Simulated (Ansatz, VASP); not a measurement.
## Pb in VASP and in Ansatz

File POSCAR:

```
Pb
1.0
    3.2016006353      0.0000000000      0.0000000000
   -1.6008003177      2.7726674830      0.0000000000
    0.0000000000      0.0000000000      5.5900000000
Pb
2
Direct
    0.3333333333      0.6666666667      0.2500000000
    0.6666666667      0.3333333333      0.7500000000
```

INCAR.step1

```
ALGO = Normal ; EDIFF = 1E-4
ENCUT = 520 ; GGA = PE
ISMEAR = 0 ; LASPH = T
LCHARG = F ; LREAL = F
LWAVE = T ; NBANDS = 21
NELM = 60 ; PREC = Accurate
SIGMA = 0.15
```

INCAR.step2

```
ALGO = Normal ; EDIFF = 1E-7
ENCUT = 520 ; ISIF = 2
ISMEAR = 0 ; ISTART = 1
LASPH = T ; LCHARG = F
LMIXTAU = T ; LREAL = F
LWAVE = F ; METAGGA = R2SCAN
NBANDS = 21 ; NELM = 60
PREC = Accurate ; SIGMA = 0.15
```

KPOINTS

```
k-points
0
Gamma
  18 18 10
```

Input for Ansatz:

```yaml
crystal:
  lattice:
    - [3.2016006353, 0.0, 0.0]
    - [-1.6008003177, 2.772667483, 0.0]
    - [0.0, 0.0, 5.59]
  atoms:
    - { symbol: Pb, position: [0.3333333333, 0.6666666667, 0.25] }
    - { symbol: Pb, position: [0.6666666667, 0.3333333333, 0.75] }
basis:
  ecutwfc: 500
kpoints:
  mp_grid: { grid: [18, 18, 10] }
hamiltonian:
  xc: r2scan
scf:
  occupations: { method: gaussian, width: 0.15 }
output:
  forces: true
  stress: true
  eigenvalues: true
```

Change from the starting cell: strain -0.080 along x and y, +0.000 along z, atoms carried along.

Alike in both runs: task single point; functional r2SCAN; k mesh 18 × 18 × 10; occupations gaussian, width 0.15 eV; no spin polarisation.

|  | VASP | Ansatz |
| --- | --- | --- |
| version | VASP 6.6.1 | Ansatz 0.2.0 |
| potentials or method | VASP PAW PBE potentials, release 64 (Pb_d), cutoff 520 eV | scalar-relativistic, plane waves, PAW |
| valence electrons in the cell | 28 | 28 |

Ansatz gave:

- gap on the k mesh at the Fermi level (eV): none
- pressure (GPa): 17.1
- traceless stress, the component that is largest in VASP (GPa): -4.11

Q: Estimate VASP's values.

A: gap on the k mesh at the Fermi level (eV): none; pressure (GPa): 17.1; traceless stress, the component that is largest in VASP (GPa): -4.12.

VASP's potentials were made for PBE, not for r2SCAN. A gap of «none» marks a metal or a gap that the smearing closes.

Spin-orbit coupling is off throughout.
